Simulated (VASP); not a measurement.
# Ti (P6_3/mmc) in VASP: notebook

Ti is run at these levels: r2SCAN; tasks: single point.

Everything below comes from runs of VASP 6.6.1. Logs are shortened: lines on timing, memory, paths and dates and some standing lists are left out, and cuts for length are marked.

## 1. The cell of the first run

The structure is hexagonal, space group P6_3/mmc (No. 194). Conventional cell: a = 2.798 Å, b = 2.798 Å, c = 4.453 Å, α = 90.00°, β = 90.00°, γ = 120.00°. Ti (site symmetry -6m2) has 12 Ti at 2.75 to 2.80 Å within 3.6 Å.

## 2. Single point, r2SCAN

POSCAR reads:

```
Ti
1.0
    2.7981000000      0.0000000000      0.0000000000
   -1.3990500000      2.4232256823      0.0000000000
    0.0000000000      0.0000000000      4.4529000000
Ti
2
Direct
    0.3333333333      0.6666666667      0.2500000000
    0.6666666667      0.3333333333      0.7500000000
```

INCAR.step1 reads:

```
SYSTEM = Ti
ALGO = Normal
EDIFF = 1E-4
ENCUT = 520
GGA = PE
ISMEAR = 1
LASPH = .True.
LCHARG = .False.
LREAL = .False.
LWAVE = .True.
NBANDS = 19
NELM = 80
PREC = Accurate
SIGMA = 0.05
```

INCAR.step2 reads:

```
SYSTEM = Ti
ALGO = Normal
EDIFF = 1E-6
ENCUT = 520
ISIF = 2
ISMEAR = 1
ISTART = 1
LASPH = .True.
LCHARG = .False.
LMIXTAU = .True.
LREAL = .False.
LWAVE = .False.
METAGGA = R2SCAN
NBANDS = 19
NELM = 80
PREC = Accurate
SIGMA = 0.05
```

KPOINTS reads:

```
k-points
0
Gamma
  18 18 10
  0 0 0
```

Potentials or basis: VASP PAW PBE potentials, release 64 (Ti_sv).

Command:

```
$ cat potpaw_PBE.64/Ti_sv/POTCAR > POTCAR
$ cp INCAR.step1 INCAR
$ mpirun -np 1 vasp_std > vasp.out
$ cp INCAR.step2 INCAR
$ mpirun -np 1 vasp_std > vasp.out
```

OUTCAR:

```text
SYSTEM = Ti
   EDIFF = 1E-6
   ENCUT = 520
   ISIF = 2
   ISMEAR = 1
   ISTART = 1
   LASPH = .True.
   LREAL = .False.
   METAGGA = R2SCAN
   NELM = 80
   PREC = Accurate

 ion  position               nearest neighbor table
   1  0.333  0.667  0.250-   2 2.75   2 2.75   2 2.75   2 2.75   2 2.75   2 2.75
   2  0.667  0.333  0.750-   1 2.75   1 2.75   1 2.75   1 2.75   1 2.75   1 2.75

  LATTYP: Found a hexagonal cell.
 ALAT       =     2.7981000000
 C/A-ratio  =     1.5914013080

  Lattice vectors:

 A1 = (   2.7981000000,   0.0000000000,   0.0000000000)
 A2 = (  -1.3990500000,   2.4232256823,   0.0000000000)
 A3 = (   0.0000000000,   0.0000000000,   4.4529000000)

Analysis of symmetry for initial positions (statically):
=====================================================================
 Subroutine PRICEL returns:
 Original cell was already a primitive cell.

 Routine SETGRP: Setting up the symmetry group for a
 hexagonal supercell.

 Subroutine GETGRP returns: Found 24 space group operations
 (whereof 12 operations were pure point group operations)
 out of a pool of 24 trial point group operations.

The static configuration has the point symmetry D_3d.
 The point group associated with its full space group is D_6h.

Analysis of symmetry for dynamics (positions and initial velocities):
=====================================================================
 Subroutine PRICEL returns:
 Original cell was already a primitive cell.

 Routine SETGRP: Setting up the symmetry group for a
 hexagonal supercell.

 Subroutine GETGRP returns: Found 24 space group operations
 (whereof 12 operations were pure point group operations)
 out of a pool of 24 trial point group operations.

The dynamic configuration has the point symmetry D_3d.
 The point group associated with its full space group is D_6h.

 Subroutine INISYM returns: Found 24 space group operations
 (whereof 12 operations are pure point group operations),
 and found     1 'primitive' translations

----------------------------------------------------------------------------------------

                                     Primitive cell

  volume of cell :      30.1926

  direct lattice vectors                    reciprocal lattice vectors
     2.798100000  0.000000000  0.000000000     0.357385369  0.206336539  0.000000000
    -1.399050000  2.423225682  0.000000000     0.000000000  0.412673078  0.000000000
     0.000000000  0.000000000  4.452900000     0.000000000  0.000000000  0.224572750

[... 82 lines left out ...]
   NELM   =     80;   NELMIN=  2; NELMDL=  0     # of ELM steps
   EDIFF  = 0.1E-05   stopping-criterion for ELM
   LREAL  =      F    real-space projection
   EDIFFG = 0.1E-04   stopping-criterion for IOM
   NSW    =      0    number of steps for IOM
   IBRION =     -1    ionic relax: 0-MD 1-quasi-New 2-CG
   NFREE  =      0    steps in history (QN), initial steepest desc. (CG)
   ISIF   =      2    stress and relaxation
   ISYM   =      2    0-nonsym 1-usesym 2-fastsym
   POTIM  = 0.5000    time-step for ionic-motion
   TEBEG  =    0.0;   TEEND  =   0.0 temperature during run
   PSTRESS=    0.0 pullay stress
   NELECT =      24.0000    total number of electrons
   NUPDOWN=      -1.0000    fix difference up-down
   EMIN   =  10.00;   EMAX   =-10.00  energy-range for DOS
   EFERMI =   0.00;   METHOD = LEGACY
   ISMEAR =     1;   SIGMA  =   0.05  broadening in eV -4-tet -1-fermi 0-gaus
   EFERMI_NEDOS =   21; number of points for ismear=-14 and -15
   IALGO  =     38    algorithm
   IMIX   =      4    mixing-type and parameters
     AMIX     =   0.40;   BMIX     =  1.00
     AMIX_MAG =   1.60;   BMIX_MAG =  1.00
  volume/ion in A,a.u.               =      15.10       101.87
  Fermi-wavevector in a.u.,A,eV,Ry     =   1.516510  2.865788 31.290707  2.299802
  Thomas-Fermi vector in A             =   2.625890
   LORBIT       =      0    0 simple, 1 ext, 2 COOP (PROOUT), +10 PAW based schemes
   METAGGA = R2SCAN    functional components
   LHFCALC =     F    Hartree Fock is set to
   AEXX    =    0.0000 exact exchange contribution
   IVDW    =     0    specifies the selected vdW correction
   LEPSILON=     F    determine dielectric tensor
   LRPA    =     F    only Hartree local field effects (RPA)
 non-spin polarized calculation
 Methfessel and Paxton  Order N= 1 SIGMA  =   0.05
  energy-cutoff  :      520.00
  volume of cell :       30.19
 maximum number of plane-waves:       832
 NGX is ok and might be reduce to    24
   NGX = 11   NGY = 11   NGZ = 17

 number of electron      23.9999993 magnetization

 Free energy of the ion-electron system (eV)
  ---------------------------------------------------
  ext. energy  EPLUGINS =         0.00000000
  ---------------------------------------------------
  free energy    TOTEN  =       -25.63499213 eV

  energy without entropy =      -25.63515007  energy(sigma->0) =      -25.63504478

 E-fermi :   9.9854     XC(G=0): -13.1354

 val. band max:        9.9822726851   @ k =   0.3333   0.1667   0.4000
 cond. band min:       9.9890962230   @ k =   0.2778   0.2778   0.4000
 fundamental gap:      0.0068235379
 Fermi energy:         9.9854183764

 k-point     1 :       0.0000    0.0000    0.0000
  band No.  band energies     occupation
      1     -49.0137      2.00000
      2     -48.7678      2.00000
      3     -24.7694      2.00000
      4     -23.7504      2.00000
      5     -23.7504      2.00000
      6     -23.6338      2.00000
[... 505 lines left out ...]
      6     -24.0237      2.00000
[... 11 lines left out ...]
     18      14.3741      0.00000
     19      15.2682      0.00000

 [... further k-points ...]

------------------------ aborting loop because EDIFF is reached ----------------------------------------

  FORCE on cell =-STRESS in cart. coord.  units (eV):
  Direction    XX          YY          ZZ          XY          YZ          ZX
  --------------------------------------------------------------------------------------
  -------------------------------------------------------------------------------------
  Total        3.9622841      3.9622841      3.7930351      0.0000000      0.0000000      0.0000000
  in kB      210.2597568    210.2597567    201.2785084      0.0000000      0.0000000      0.0000000
  external PRESSURE =     207.2660073 kB  Pullay stress =       0.0000000 kB

 VOLUME and BASIS-vectors are now :
 -----------------------------------------------------------------------------
  energy-cutoff  :      520.00
  volume of cell :       30.19
      direct lattice vectors                 reciprocal lattice vectors
     2.798100000  0.000000000  0.000000000     0.357385369  0.206336539  0.000000000
    -1.399050000  2.423225682  0.000000000     0.000000000  0.412673078  0.000000000
     0.000000000  0.000000000  4.452900000     0.000000000  0.000000000  0.224572750

 POSITION                                       TOTAL-FORCE (eV/Angst)
 -----------------------------------------------------------------------------------
     -0.00000      1.61548      1.11322        -0.000000      0.000000      0.000000
      1.39905      0.80774      3.33967         0.000000     -0.000000      0.000000
 -----------------------------------------------------------------------------------
    total drift:                               -0.000000      0.000000     -0.000000

  FREE ENERGIE OF THE ION-ELECTRON SYSTEM (eV)
  ---------------------------------------------------
  free  energy   TOTEN  =       -25.6349921263 eV

  energy  without entropy=      -25.6351500744  energy(sigma->0) =      -25.63504478
```

OSZICAR.step1:

```text
N       E                     dE             d eps       ncg     rms          rms(c)
DAV:   1     0.263784293639E+03    0.26378E+03   -0.13036E+04  8460   0.162E+03
DAV:   2     0.134521806562E+02   -0.25033E+03   -0.24602E+03  8685   0.445E+02
DAV:   3    -0.158291087701E+02   -0.29281E+02   -0.28912E+02 15489   0.125E+02
DAV:   4    -0.169671892734E+02   -0.11381E+01   -0.11367E+01  9721   0.255E+01
DAV:   5    -0.170125756171E+02   -0.45386E-01   -0.45383E-01 12052   0.385E+00    0.138E+01
DAV:   6    -0.153921799908E+02    0.16204E+01   -0.54497E+00  9921   0.249E+01    0.402E+00
DAV:   7    -0.153873367431E+02    0.48432E-02   -0.74382E-01 12692   0.688E+00    0.222E+00
DAV:   8    -0.154297734287E+02   -0.42437E-01   -0.25880E-01  9010   0.568E+00    0.909E-01
DAV:   9    -0.154204129616E+02    0.93605E-02   -0.51435E-02  9616   0.251E+00    0.967E-02
DAV:  10    -0.154209522497E+02   -0.53929E-03   -0.36916E-03 11733   0.400E-01    0.718E-02
DAV:  11    -0.154209444814E+02    0.77683E-05   -0.17408E-04  6535   0.104E-01
   1 F= -.15420944E+02 E0= -.15420980E+02  d E =0.107010E-03
```

Run time: 4.6 min. Hardware: 1 thread of Intel Xeon Platinum 8488C (Sapphire Rapids), shared host; peak memory 0.23 GiB.

What came out:

```
Free energy            : -25.6350 eV
Pressure               : 20.7 GPa
Band gap on the k mesh : zero (bands 12 and 13 overlap by 1.32 eV)
```

Stress tensor (GPa, compression positive):
```
21.03  0.00  0.00
 0.00 21.03  0.00
 0.00  0.00 20.13
```

Caveat: the cell stands under pressure; the PAW data sets were made with another functional, which shifts forces and pressure a little.

## 3. Single point, r2SCAN

This run uses another cell than the first one, of 15.18 Å³/atom.

POSCAR reads:

```
Ti
1.0
    2.8666000000      0.0000000000      0.0000000000
   -1.4333000000      2.4825484225      0.0000000000
    0.0000000000      0.0000000000      4.2673000000
Ti
2
Direct
    0.3333333333      0.6666666667      0.2500000000
    0.6666666667      0.3333333333      0.7500000000
```

INCAR.step1 reads:

```
SYSTEM = Ti
PREC = Accurate
ENCUT = 520
ISMEAR = 1
SIGMA = 0.05
LREAL = .FALSE.
LASPH = .TRUE.
NELM = 100
NBANDS = 19
GGA = PE
ALGO = Normal
EDIFF = 1E-4
LWAVE = .TRUE.
LCHARG = .FALSE.
```

INCAR.step2 reads:

```
SYSTEM = Ti
PREC = Accurate
ENCUT = 520
EDIFF = 1E-6
ISMEAR = 1
SIGMA = 0.05
LREAL = .FALSE.
LASPH = .TRUE.
NELM = 100
ALGO = Normal
ISIF = 2
LWAVE = .FALSE.
LCHARG = .FALSE.
METAGGA = R2SCAN
LMIXTAU = .TRUE.
NBANDS = 19
ISTART = 1
```

KPOINTS reads:

```
Automatic mesh
0
G
  18 18 10
  0 0 0
```

Potentials or basis: VASP PAW PBE potentials, release 64 (Ti_sv).

Command:

```
$ cat potpaw_PBE.64/Ti_sv/POTCAR > POTCAR
$ cp INCAR.step1 INCAR
$ mpirun -np 1 vasp_std > vasp.out
$ cp INCAR.step2 INCAR
$ mpirun -np 1 vasp_std > vasp.out
```

It took 3.5 min on 1 thread of Intel Xeon Platinum 8488C (Sapphire Rapids), shared host; peak memory 0.23 GiB.

Results (log left out):

| Property | Result |
| --- | --- |
| Free energy | -25.6256 eV |
| Pressure | 19.6 GPa |
| Band gap on the k mesh | zero (bands 12 and 13 overlap by 1.27 eV) |

Stress tensor (GPa, compression positive):
```
16.96  0.00  0.00
 0.00 16.96  0.00
 0.00  0.00 24.75
```

Levels at points of the mesh, in eV from the Fermi level:
| k point | band 8 | band 9 | band 10 | band 11 | band 12 | band 13 | band 14 | band 15 | band 16 | band 17 |
| --- | --- | --- | --- | --- | --- | --- | --- | --- | --- | --- |
| (0.00, 0.00, 0.00) | -33.67 | -6.92 | -3.34 | 0.77 | 0.77 | 1.49 | 1.56 | 1.56 | 1.66 | 1.66 |
| (0.50, 0.00, 0.00) | -33.76 | -2.87 | -2.79 | -2.27 | -0.96 | 0.22 | 1.10 | 1.73 | 3.85 | 4.24 |
| (0.00, 0.00, 0.50) | -33.79 | -4.65 | -4.65 | 0.31 | 0.31 | 0.55 | 0.55 | 0.55 | 0.55 | 3.52 |
| (0.50, 0.00, 0.50) | -33.91 | -3.10 | -3.10 | -0.95 | -0.95 | 1.58 | 1.58 | 1.91 | 1.91 | 4.09 |

Caveat: the cell stands under pressure; the PAW data sets were made with another functional, which shifts forces and pressure a little.

## 4. Single point, r2SCAN

This run uses another cell than the first one, of 15.23 Å³/atom.

POSCAR reads:

```
Ti
1.0
    2.9350879604      0.0000000000      0.0000000000
   -1.4675439802      2.5418607360      0.0000000000
    0.0000000000      0.0000000000      4.0818000000
Ti
2
Direct
    0.3333333333      0.6666666667      0.2500000000
    0.6666666667      0.3333333333      0.7500000000
```

INCAR.step1 reads:

```
SYSTEM = Ti
PREC = Accurate ; ENCUT = 520
ISMEAR = 1 ; SIGMA = 0.05
LREAL = .FALSE. ; LASPH = .TRUE.
NELM = 80 ; NBANDS = 19
GGA = PE ; ALGO = Normal
EDIFF = 1E-4 ; LWAVE = .TRUE.
LCHARG = .FALSE.
```

INCAR.step2 reads:

```
SYSTEM = Ti
PREC = Accurate ; ENCUT = 520
EDIFF = 1E-7 ; ISMEAR = 1
SIGMA = 0.05 ; LREAL = .FALSE.
LASPH = .TRUE. ; NELM = 80
ALGO = Normal ; ISIF = 2
LWAVE = .FALSE. ; LCHARG = .FALSE.
METAGGA = R2SCAN ; LMIXTAU = .TRUE.
NBANDS = 19 ; ISTART = 1
```

KPOINTS reads:

```
regular mesh
0
G
  18 18 10
  0 0 0
```

Command:

```
$ cat potpaw_PBE.64/Ti_sv/POTCAR > POTCAR
$ cp INCAR.step1 INCAR
$ mpirun -np 1 vasp_std > vasp.out
$ cp INCAR.step2 INCAR
$ mpirun -np 1 vasp_std > vasp.out
```

It took 4.6 min on 1 thread of Intel Xeon Platinum 8488C (Sapphire Rapids), shared host; peak memory 0.23 GiB.

Results (log left out):

```yaml
Free_energy: -25.5285 eV
Pressure: 19.4 GPa
Band_gap_on_the_k_mesh: zero (bands 12 and 13 overlap by 1.15 eV)
```

Stress tensor (GPa, compression positive):
```
13.99  0.00  0.00
 0.00 13.99  0.00
 0.00  0.00 30.17
```

Levels at points of the mesh, in eV from the Fermi level:
```csv
k point,band 9,band 10,band 11,band 12,band 13,band 14,band 15,band 16
"(0.00, 0.00, 0.00)",-6.85,-3.37,0.65,0.65,1.30,1.30,1.61,1.61
"(0.50, 0.00, 0.00)",-2.94,-2.81,-2.04,-1.18,-0.08,1.49,2.10,3.56
"(0.00, 0.00, 0.50)",-4.42,-4.42,0.27,0.27,0.27,0.27,0.72,0.72
"(0.50, 0.00, 0.50)",-3.00,-3.00,-0.73,-0.73,1.62,1.62,1.70,1.70
```

Caveat: the cell stands under pressure; the PAW data sets were made with another functional, which shifts forces and pressure a little.

## 5. Single point, r2SCAN

This run uses another cell than the first one, of 15.56 Å³/atom.

POSCAR reads:

```
Ti
1.0
    2.7296000000      0.0000000000      0.0000000000
   -1.3648000000      2.3639029422      0.0000000000
    0.0000000000      0.0000000000      4.8240000000
Ti
2
Direct
    0.3333333333      0.6666666667      0.2500000000
    0.6666666667      0.3333333333      0.7500000000
```

INCAR.step1 reads:

```
SYSTEM = Ti
  PREC = Accurate
  ENCUT = 520
  ISMEAR = 1
  SIGMA = 0.05
  LREAL = .False.
  LASPH = .True.
  NELM = 80
  NBANDS = 19
  GGA = PE
  ALGO = Normal
  EDIFF = 1E-4
  LWAVE = .True.
  LCHARG = .False.
```

INCAR.step2 reads:

```
SYSTEM = Ti
  PREC = Accurate
  ENCUT = 520
  EDIFF = 1E-7
  ISMEAR = 1
  SIGMA = 0.05
  LREAL = .False.
  LASPH = .True.
  NELM = 80
  ALGO = Normal
  ISIF = 2
  LWAVE = .False.
  LCHARG = .False.
  METAGGA = R2SCAN
  LMIXTAU = .True.
  NBANDS = 19
  ISTART = 1
```

KPOINTS reads:

```
regular mesh
0
Gamma
  18 18 10
  0 0 0
```

Command:

```
$ cat potpaw_PBE.64/Ti_sv/POTCAR > POTCAR
$ cp INCAR.step1 INCAR
$ mpirun -np 1 vasp_std > vasp.out
$ cp INCAR.step2 INCAR
$ mpirun -np 1 vasp_std > vasp.out
```

Run time: 5.4 min. Hardware: 1 thread of Intel Xeon Platinum 8488C (Sapphire Rapids), shared host; peak memory 0.22 GiB.

It converged, with:

* Free energy: -25.6277 eV
* Pressure: 15.1 GPa
* Band gap on the k mesh: zero (bands 12 and 13 overlap by 0.68 eV)

Stress tensor (GPa, compression positive):
```
20.30  0.00  0.00
 0.00 20.30  0.00
 0.00  0.00  4.72
```

Levels at points of the mesh, in eV from the Fermi level:
| k point | band 9 | band 10 | band 11 | band 12 | band 13 | band 14 | band 15 | band 16 |
| --- | --- | --- | --- | --- | --- | --- | --- | --- |
| (0.00, 0.00, 0.00) | -6.80 | -3.15 | -0.16 | 0.27 | 1.10 | 1.10 | 1.51 | 1.51 |
| (0.50, 0.00, 0.00) | -2.57 | -2.57 | -2.39 | -0.16 | 0.32 | 1.04 | 1.31 | 4.16 |
| (0.00, 0.00, 0.50) | -4.97 | -4.97 | -0.44 | -0.44 | 1.13 | 1.13 | 1.13 | 1.13 |
| (0.50, 0.00, 0.50) | -2.99 | -2.99 | -1.26 | -1.26 | 1.79 | 1.79 | 2.52 | 2.52 |

Caveat: the cell stands under pressure; the PAW data sets were made with another functional, which shifts forces and pressure a little.

## 6. Single point, r2SCAN

This run uses another cell than the first one, of 15.73 Å³/atom.

POSCAR reads:

```
Ti
1.0
    2.7981000000      0.0000000000      0.0000000000
   -1.3990500000      2.4232256823      0.0000000000
    0.0000000000      0.0000000000      4.6384185731
Ti
2
Direct
    0.3333333333      0.6666666667      0.2500000000
    0.6666666667      0.3333333333      0.7500000000
```

INCAR.step1 reads:

```
SYSTEM = Ti
ALGO = Normal
EDIFF = 1E-4
ENCUT = 520
GGA = PE
ISMEAR = 1
LASPH = .TRUE.
LCHARG = .FALSE.
LREAL = .FALSE.
LWAVE = .TRUE.
NBANDS = 19
NELM = 80
PREC = Accurate
SIGMA = 0.05
```

INCAR.step2 reads:

```
SYSTEM = Ti
ALGO = Normal
EDIFF = 1E-7
ENCUT = 520
ISIF = 2
ISMEAR = 1
ISTART = 1
LASPH = .TRUE.
LCHARG = .FALSE.
LMIXTAU = .TRUE.
LREAL = .FALSE.
LWAVE = .FALSE.
METAGGA = R2SCAN
NBANDS = 19
NELM = 80
PREC = Accurate
SIGMA = 0.05
```

KPOINTS reads:

```
k-points
0
G
  18 18 10
  0 0 0
```

Potentials or basis: VASP PAW PBE potentials, release 64 (Ti_sv).

Command:

```
$ cat potpaw_PBE.64/Ti_sv/POTCAR > POTCAR
$ cp INCAR.step1 INCAR
$ mpirun -np 1 vasp_std > vasp.out
$ cp INCAR.step2 INCAR
$ mpirun -np 1 vasp_std > vasp.out
```

Run time: 4.4 min. Hardware: 1 thread of Intel Xeon Platinum 8488C (Sapphire Rapids), shared host; peak memory 0.24 GiB.

Results (log left out):

```
Free energy            : -25.7488 eV
Pressure               : 13.7 GPa
Band gap on the k mesh : zero (bands 12 and 13 overlap by 1.13 eV)
```

Stress tensor (GPa, compression positive):
```
15.93  0.00  0.00
 0.00 15.93  0.00
 0.00  0.00  9.23
```

Levels at points of the mesh, in eV from the Fermi level:
| k point | band 10 | band 11 | band 12 | band 13 | band 14 | band 15 |
| --- | --- | --- | --- | --- | --- | --- |
| (0.00, 0.00, 0.00) | -3.11 | 0.41 | 0.73 | 1.00 | 1.00 | 1.52 |
| (0.50, 0.00, 0.00) | -2.56 | -2.29 | -0.50 | 0.59 | 0.90 | 1.24 |
| (0.00, 0.00, 0.50) | -4.84 | -0.15 | -0.15 | 0.97 | 0.97 | 0.97 |
| (0.50, 0.00, 0.50) | -2.96 | -1.10 | -1.10 | 1.62 | 1.62 | 2.27 |

Caveat: the cell stands under pressure; the PAW data sets were made with another functional, which shifts forces and pressure a little.

## 7. The runs side by side

| cell | gap on the mesh (eV) | pressure (GPa) |
| --- | --- | --- |
| a = 2.798, b = 2.798, c = 4.453 Å, angles 90.0, 90.0, 120.0°, 2 atoms | none | 20.7 |
| a = 2.867, b = 2.867, c = 4.267 Å, angles 90.0, 90.0, 120.0°, 2 atoms | none | 19.6 |
| a = 2.935, b = 2.935, c = 4.082 Å, angles 90.0, 90.0, 120.0°, 2 atoms | none | 19.4 |
| a = 2.730, b = 2.730, c = 4.824 Å, angles 90.0, 90.0, 120.0°, 2 atoms | none | 15.1 |
| a = 2.798, b = 2.798, c = 4.638 Å, angles 90.0, 90.0, 120.0°, 2 atoms | none | 13.7 |

Alike in all rows: task single point; level r2SCAN; potentials or basis VASP PAW PBE potentials, release 64 (Ti_sv); no spin polarisation; k mesh 18 × 18 × 10; cutoff (eV) 520; smearing methfessel-paxton 0.05 eV.

Caveats: the cell stands under pressure; the PAW data sets were made with another functional, which shifts forces and pressure a little.

Total energies depend on the potentials used, so only differences within one code and one set of settings carry meaning.
